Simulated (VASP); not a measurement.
Here is a VASP 6.6.1 calculation.

Contents of INCAR:

```
SYSTEM = SnO2
  PREC = Accurate
  ENCUT = 520
  EDIFF = 1E-6
  ISMEAR = 0
  SIGMA = 0.05
  LREAL = .False.
  LASPH = .True.
  NELM = 60
  ALGO = Normal
  ISIF = 2
  LWAVE = .False.
  LCHARG = .False.
  NBANDS = 20
```

KPOINTS

```
regular mesh
0
Gamma
  12 12 12
  0 0 0
```

POSCAR

```
SnO2
1.0
    1.6170930752      0.9336291223      4.8005925840
   -1.6170930752      0.9336291223      4.8005925840
    0.0000000000     -1.8672582446      4.8005925840
Sn O
1 2
Direct
    0.4791692383      0.4791692383      0.4791692383
    0.2371700000      0.2371700000      0.2371700000
    0.7628300000      0.7628300000      0.7628300000
```

Potentials or basis: VASP PAW LDA potentials, release 64 (Sn_d, O).

The run is started by

```console
$ cat potpaw_LDA.64/Sn_d/POTCAR potpaw_LDA.64/O/POTCAR > POTCAR
$ mpirun -np 1 vasp_std > vasp.out
```

Question: Estimate the band gap on the k mesh.

Answer: 1.13 eV.

Question: Predict the largest force.

Answer: 5.104 eV/Å.

Question: What does it give for the pressure?

Answer: -4.8 GPa.

Stress tensor (GPa, compression positive):
```
  0.04   0.00   0.00
  0.00   0.04   0.00
  0.00   0.00 -14.55
```

Caveat: the cell differs from its parent crystal (atom 1 (Sn) moved by (+0.000, -0.300) A along y and z); the stress differs along the axes, from -15 to 0 GPa; spin-orbit coupling is left out, which moves the levels of the heavy elements; forces of over 1 eV/Å act on the atoms, so gaps and moduli don't describe the material at rest. A k mesh can miss the band edges.
